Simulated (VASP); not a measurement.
# OsO3 (Im-3m) in VASP: single point with PBE

Aim: the single point of OsO3 with PBE.

All numbers are computed with VASP 6.6.1; they aren't measurements. Logs are shortened: lines on timing, memory, paths and dates and some standing lists are left out, and cuts for length are marked.

**1. The cell of the first run**

The structure is cubic, space group Im-3m (No. 229). Conventional cell: a = 4.155 Å, b = 4.155 Å, c = 4.155 Å, α = 90.00°, β = 90.00°, γ = 90.00°. Within 2.8 Å of Os (site symmetry m-3m) lie 6 O at 2.08 Å. Within 2.8 Å of O (site symmetry 4/mmm) lie 2 Os at 2.08 Å and 4 O at 2.08 Å.

The cell was built from a structure type or drawn by symmetry, and may not be a known phase.

**2. Single point, PBE**

Contents of INCAR:

```
SYSTEM = OsO3
PREC = Accurate
ENCUT = 600
EDIFF = 1E-6
ISMEAR = 0
SIGMA = 0.1
LREAL = .False.
LASPH = .True.
NELM = 120
ALGO = Normal
ISIF = 2
LWAVE = .False.
LCHARG = .False.
GGA = PE
NBANDS = 25
GGA_COMPAT = .False.
```

Contents of KPOINTS:

```
regular mesh
0
Gamma
  16 16 16
  0 0 0
```

Contents of POSCAR:

```
OsO3
1.0
   -2.0776542830      2.0776542830      2.0776542830
    2.0776542830     -2.0776542830      2.0776542830
    2.0776542830      2.0776542830     -2.0776542830
Os O
1 3
Direct
    0.0000000000      0.0000000000      0.0000000000
    0.0000000000      0.5000000000      0.5000000000
    0.5000000000      0.0000000000      0.5000000000
    0.5000000000      0.5000000000      0.0000000000
```

Potentials or basis: VASP PAW PBE potentials, release 64 (Os_sv_GW, O).

The run is started by

```console
$ cat potpaw_PBE.64/Os_sv_GW/POTCAR potpaw_PBE.64/O/POTCAR > POTCAR
$ mpirun -np 1 vasp_std > vasp.out
```

OUTCAR:

```text
SYSTEM = OsO3
   PREC = Accurate
   ENCUT = 600
   EDIFF = 1E-6
   ISMEAR = 0
   LREAL = .False.
   LASPH = .True.
   NELM = 120
   ISIF = 2
   GGA = PE

 ion  position               nearest neighbor table
   1  0.000  0.000  0.000-   2 2.08   3 2.08   4 2.08   2 2.08   3 2.08   4 2.08
   2  0.000  0.500  0.500-   1 2.08   1 2.08
   3  0.500  0.000  0.500-   1 2.08   1 2.08
   4  0.500  0.500  0.000-   1 2.08   1 2.08

  LATTYP: Found a body centered cubic cell.
 ALAT       =     4.1553085660

  Lattice vectors:

 A1 = (  -2.0776542830,   2.0776542830,   2.0776542830)
 A2 = (   2.0776542830,  -2.0776542830,   2.0776542830)
 A3 = (   2.0776542830,   2.0776542830,  -2.0776542830)

Analysis of symmetry for initial positions (statically):
=====================================================================
 Subroutine PRICEL returns:
 Original cell was already a primitive cell.

 Routine SETGRP: Setting up the symmetry group for a
 body centered cubic supercell.

 Subroutine GETGRP returns: Found 48 space group operations
 (whereof 48 operations were pure point group operations)
 out of a pool of 48 trial point group operations.

The static configuration has the point symmetry O_h .

Analysis of symmetry for dynamics (positions and initial velocities):
=====================================================================
 Subroutine PRICEL returns:
 Original cell was already a primitive cell.

 Routine SETGRP: Setting up the symmetry group for a
 body centered cubic supercell.

 Subroutine GETGRP returns: Found 48 space group operations
 (whereof 48 operations were pure point group operations)
 out of a pool of 48 trial point group operations.

The dynamic configuration has the point symmetry O_h .

 Subroutine INISYM returns: Found 48 space group operations
 (whereof 48 operations are pure point group operations),
 and found     1 'primitive' translations

----------------------------------------------------------------------------------------

                                     Primitive cell

  volume of cell :      35.8740

  direct lattice vectors                    reciprocal lattice vectors
    -2.077654283  2.077654283  2.077654283     0.000000000  0.240656015  0.240656015
     2.077654283 -2.077654283  2.077654283     0.240656015  0.000000000  0.240656015
     2.077654283  2.077654283 -2.077654283     0.240656015  0.240656015  0.000000000

  length of vectors
     3.598602779  3.598602779  3.598602779     0.340339000  0.340339000  0.340339000

  position of ions in fractional coordinates (direct lattice)
     0.000000000  0.000000000  0.000000000
     0.000000000  0.500000000  0.500000000
     0.500000000  0.000000000  0.500000000
     0.500000000  0.500000000  0.000000000

  ion indices of the primitive-cell ions
   primitive index   ion index
                 1           1
                 2           2
                 3           3
                 4           4

----------------------------------------------------------------------------------------

 KPOINTS: regular mesh

Automatic generation of k-mesh.
 Grid dimensions read from file:
 generate k-points for:   16   16   16

 Generating k-lattice:

  Cartesian coordinates                     Fractional coordinates (reciprocal lattice)
     0.000000000  0.015041001  0.015041001     0.062500000  0.000000000  0.000000000
     0.015041001  0.000000000  0.015041001     0.000000000  0.062500000  0.000000000
     0.015041001  0.015041001  0.000000000     0.000000000  0.000000000  0.062500000

  Length of vectors
     0.021271188  0.021271188  0.021271188

  Shift w.r.t. Gamma in fractional coordinates (k-lattice)
     0.000000000  0.000000000  0.000000000

 Subroutine IBZKPT returns following result:
 ===========================================

 Found    145 irreducible k-points:

 Following reciprocal coordinates:
            Coordinates               Weight
  0.000000  0.000000  0.000000      1.000000
  0.062500  0.000000  0.000000     12.000000
  0.125000  0.000000  0.000000     12.000000
  0.187500  0.000000  0.000000     12.000000
  0.250000  0.000000  0.000000     12.000000
  0.312500  0.000000  0.000000     12.000000
[... 16 lines left out ...]
  0.187500  0.187500  0.000000     24.000000
  0.250000  0.187500  0.000000     48.000000
 [... further k-points ...]
   k-points           NKPTS =    145   k-points in BZ     NKDIM =    145   number of bands    NBANDS=     25
   number of dos      NEDOS =    301   number of ions     NIONS =      4
   total plane-waves  NPLWV =  27000
   dimension x,y,z NGX =    30 NGY =   30 NGZ =   30
   dimension x,y,z NGXF=    60 NGYF=   60 NGZF=   60
   ions per type =               1   3
   NGX,Y,Z   is equivalent  to a cutoff of  13.86, 13.86, 13.86 a.u.
   NGXF,Y,Z  is equivalent  to a cutoff of  27.72, 27.72, 27.72 a.u.
 SYSTEM =  OsO3
   PREC   = accura    normal or accurate (medium, high low for compatibility)
   ISTART =      0    job   : 0-new  1-cont  2-samecut
   ICHARG =      2    charge: 1-file 2-atom 10-const
   ISPIN  =      1    spin polarized calculation?
   LNONCOLLINEAR =      F non collinear calculations
   LSORBIT =      F    spin-orbit coupling
   LASPH  =      T    aspherical Exc in radial PAW
   ENCUT  =  600.0 eV  44.10 Ry    6.64 a.u.   7.19  7.19  7.19*2*pi/ulx,y,z
   NELM   =    120;   NELMIN=  2; NELMDL= -5     # of ELM steps
   EDIFF  = 0.1E-05   stopping-criterion for ELM
   LREAL  =      F    real-space projection
   EDIFFG = 0.1E-04   stopping-criterion for IOM
   NSW    =      0    number of steps for IOM
   IBRION =     -1    ionic relax: 0-MD 1-quasi-New 2-CG
   NFREE  =      0    steps in history (QN), initial steepest desc. (CG)
   ISIF   =      2    stress and relaxation
   ISYM   =      2    0-nonsym 1-usesym 2-fastsym
   POTIM  = 0.5000    time-step for ionic-motion
   TEBEG  =    0.0;   TEEND  =   0.0 temperature during run
   PSTRESS=    0.0 pullay stress
   NELECT =      34.0000    total number of electrons
   NUPDOWN=      -1.0000    fix difference up-down
   EMIN   =  10.00;   EMAX   =-10.00  energy-range for DOS
   EFERMI =   0.00;   METHOD = LEGACY
   ISMEAR =     0;   SIGMA  =   0.10  broadening in eV -4-tet -1-fermi 0-gaus
   EFERMI_NEDOS =   21; number of points for ismear=-14 and -15
   IALGO  =     38    algorithm
   IMIX   =      4    mixing-type and parameters
     AMIX     =   0.40;   BMIX     =  1.00
     AMIX_MAG =   1.60;   BMIX_MAG =  1.00
  volume/ion in A,a.u.               =       8.97        60.52
  Fermi-wavevector in a.u.,A,eV,Ry     =   1.608081  3.038832 35.183628  2.585924
  Thomas-Fermi vector in A             =   2.704007
   LORBIT       =      0    0 simple, 1 ext, 2 COOP (PROOUT), +10 PAW based schemes
   GGA     = PE    functional components
   LHFCALC =     F    Hartree Fock is set to
   AEXX    =    0.0000 exact exchange contribution
   IVDW    =     0    specifies the selected vdW correction
   LEPSILON=     F    determine dielectric tensor
   LRPA    =     F    only Hartree local field effects (RPA)
 non-spin polarized calculation
 Gauss-broadening in eV      SIGMA  =   0.10
  energy-cutoff  :      600.00
  volume of cell :       35.87
 maximum number of plane-waves:      1220
 NGX is ok and might be reduce to    30
   NGX = 15   NGY = 15   NGZ = 15

 number of electron      33.9999987 magnetization

 Free energy of the ion-electron system (eV)
  ---------------------------------------------------
  ext. energy  EPLUGINS =         0.00000000
  ---------------------------------------------------
  free energy    TOTEN  =       -25.07648495 eV

  energy without entropy =      -25.06737318  energy(sigma->0) =      -25.07192906

 E-fermi :   8.5923     XC(G=0): -13.1373

 val. band max:        8.5820856827   @ k =   0.3125   0.1250   0.1250
 cond. band min:       8.5939863616   @ k =   0.3125   0.3125   0.0000
 fundamental gap:      0.0119006789
 Fermi energy:         8.5923242298

 k-point     1 :       0.0000    0.0000    0.0000
  band No.  band energies     occupation
      1     -78.9430      2.00000
      2     -38.2625      2.00000
      3     -38.2625      2.00000
      4     -38.2625      2.00000
      5     -13.7654      2.00000
      6      -9.4308      2.00000
[... 17 lines left out ...]
     24      24.2862      0.00000
     25      24.2862      0.00000

 k-point     2 :       0.0625    0.0000    0.0000
  band No.  band energies     occupation
      1     -78.9429      2.00000
      2     -38.2640      2.00000
      3     -38.2629      2.00000
      4     -38.2626      2.00000
      5     -13.7213      2.00000
      6      -9.4738      2.00000
[... 17 lines left out ...]
     24      23.9304      0.00000
     25      24.3234      0.00000

 k-point     3 :       0.1250    0.0000    0.0000
  band No.  band energies     occupation
      1     -78.9429      2.00000
      2     -38.2683      2.00000
      3     -38.2642      2.00000
      4     -38.2629      2.00000
      5     -13.5911      2.00000
      6      -9.5997      2.00000
[... 17 lines left out ...]
     24      23.1030      0.00000
     25      24.4371      0.00000

 k-point     4 :       0.1875    0.0000    0.0000
  band No.  band energies     occupation
      1     -78.9426      2.00000
      2     -38.2744      2.00000
      3     -38.2660      2.00000
      4     -38.2633      2.00000
      5     -13.3814      2.00000
      6      -9.7999      2.00000
[... 17 lines left out ...]
     24      22.1506      0.00000
     25      24.6335      0.00000

 k-point     5 :       0.2500    0.0000    0.0000
  band No.  band energies     occupation
      1     -78.9424      2.00000
      2     -38.2820      2.00000
      3     -38.2681      2.00000
      4     -38.2638      2.00000
      5     -13.1028      2.00000
      6     -10.0621      2.00000
[... 17 lines left out ...]
     24      21.2457      0.00000
     25      24.9219      0.00000

 k-point     6 :       0.3125    0.0000    0.0000
  band No.  band energies     occupation
      1     -78.9423      2.00000
      2     -38.2895      2.00000
      3     -38.2703      2.00000
      4     -38.2644      2.00000
      5     -12.7703      2.00000
      6     -10.3725      2.00000
[... 17 lines left out ...]
     24      20.4353      0.00000
     25      25.3127      0.00000
[... 393 lines left out ...]
 k-point    21 :       0.3750    0.1250    0.0000
  band No.  band energies     occupation
      1     -78.9421      2.00000
      2     -38.2984      2.00000
      3     -38.2755      2.00000
      4     -38.2669      2.00000
      5     -11.9586      2.00000
      6     -11.0368      2.00000
[... 17 lines left out ...]
     24      19.3339      0.00000
     25      23.5981      0.00000

 k-point    22 :       0.4375    0.1250   -0.0000
  band No.  band energies     occupation
      1     -78.9421      2.00000
      2     -38.2995      2.00000
      3     -38.2760      2.00000
      4     -38.2670      2.00000
      5     -11.7451      2.00000
      6     -11.2389      2.00000
[... 17 lines left out ...]
     24      18.8652      0.00000
     25      23.5397      0.00000

 k-point    23 :       0.1875    0.1875    0.0000
  band No.  band energies     occupation
      1     -78.9423      2.00000
      2     -38.2885      2.00000
      3     -38.2717      2.00000
      4     -38.2664      2.00000
      5     -12.7007      2.00000
      6     -10.3474      2.00000
[... 17 lines left out ...]
     24      21.3708      0.00000
     25      23.3451      0.00000

 k-point    24 :       0.2500    0.1875    0.0000
  band No.  band energies     occupation
      1     -78.9421      2.00000
      2     -38.2925      2.00000
      3     -38.2748      2.00000
      4     -38.2672      2.00000
      5     -12.3729      2.00000
      6     -10.6021      2.00000
[... 17 lines left out ...]
     24      20.7518      0.00000
     25      22.8971      0.00000

 [... further k-points ...]

------------------------ aborting loop because EDIFF is reached ----------------------------------------

  FORCE on cell =-STRESS in cart. coord.  units (eV):
  Direction    XX          YY          ZZ          XY          YZ          ZX
  --------------------------------------------------------------------------------------
  -------------------------------------------------------------------------------------
  Total       -0.0558884     -0.0558884     -0.0558884      0.0000000      0.0000000      0.0000000
  in kB       -2.4960443     -2.4960443     -2.4960443      0.0000000      0.0000000      0.0000000
  external PRESSURE =      -2.4960443 kB  Pullay stress =       0.0000000 kB

 VOLUME and BASIS-vectors are now :
 -----------------------------------------------------------------------------
  energy-cutoff  :      600.00
  volume of cell :       35.87
      direct lattice vectors                 reciprocal lattice vectors
    -2.077654283  2.077654283  2.077654283     0.000000000  0.240656015  0.240656015
     2.077654283 -2.077654283  2.077654283     0.240656015  0.000000000  0.240656015
     2.077654283  2.077654283 -2.077654283     0.240656015  0.240656015  0.000000000

 POSITION                                       TOTAL-FORCE (eV/Angst)
 -----------------------------------------------------------------------------------
      0.00000      0.00000      0.00000        -0.000000      0.000000      0.000000
      2.07765      0.00000      0.00000         0.000000      0.000000     -0.000000
      0.00000      2.07765      0.00000         0.000000     -0.000000      0.000000
      0.00000      0.00000      2.07765        -0.000000     -0.000000     -0.000000
 -----------------------------------------------------------------------------------
    total drift:                                0.000000     -0.000000      0.000000

  FREE ENERGIE OF THE ION-ELECTRON SYSTEM (eV)
  ---------------------------------------------------
  free  energy   TOTEN  =       -25.0764849521 eV

  energy  without entropy=      -25.0673731779  energy(sigma->0) =      -25.07192906
```

It took 1.9 min on 1 thread of AMD EPYC 7R13 (Zen 3), shared host; peak memory 0.26 GiB.

Results:

* Free energy: -25.0765 eV
* Pressure: -0.2 GPa
* Band gap on the k mesh: zero (bands 17 and 18 overlap by 1.16 eV)

Caveat: spin-orbit coupling is left out, which moves the levels of the heavy elements.
